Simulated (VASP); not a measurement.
A run of VASP 6.6.1:

File INCAR:

```
  PREC = Accurate
  ENCUT = 600
  EDIFF = 1E-7
  ISMEAR = -1
  SIGMA = 0.05
  LREAL = F
  LASPH = T
  NELM = 60
  ALGO = Normal
  ISIF = 3
  LWAVE = F
  LCHARG = F
  GGA = PS
  IBRION = 2
  NSW = 80
  EDIFFG = -0.02
  PSTRESS = 50.0
```

KPOINTS

```
regular mesh
0
Gamma
  11 11 5
```

File POSCAR:

```
Ta
1.0
    2.9003720726      0.0000000000      0.0000000000
   -1.4501860363      2.5117958953      0.0000000000
    0.0000000000      0.0000000000      5.1662740000
Ta
2
Direct
    0.3333333333      0.6666666667      0.2500000000
    0.6666666667      0.3333333333      0.7500000000
```

Potentials or basis: VASP PAW PBE potentials, release 64 (Ta_pv).

Run with:

```console
$ cat potpaw_PBE.64/Ta_pv/POTCAR > POTCAR
$ mpirun -np 1 vasp_std > vasp.out
```

Hardware: 1 thread of Intel(R) Xeon(R) 6975P-C (Granite Rapids), with other jobs on the host.

Question: Estimate the wall time of this run.

Answer: Run time: 55 s on 1 thread of Intel(R) Xeon(R) 6975P-C (Granite Rapids), with other jobs on the host, peak memory 0.18 GiB. Counts: scf iterations 60, k points 48, ion steps 7.
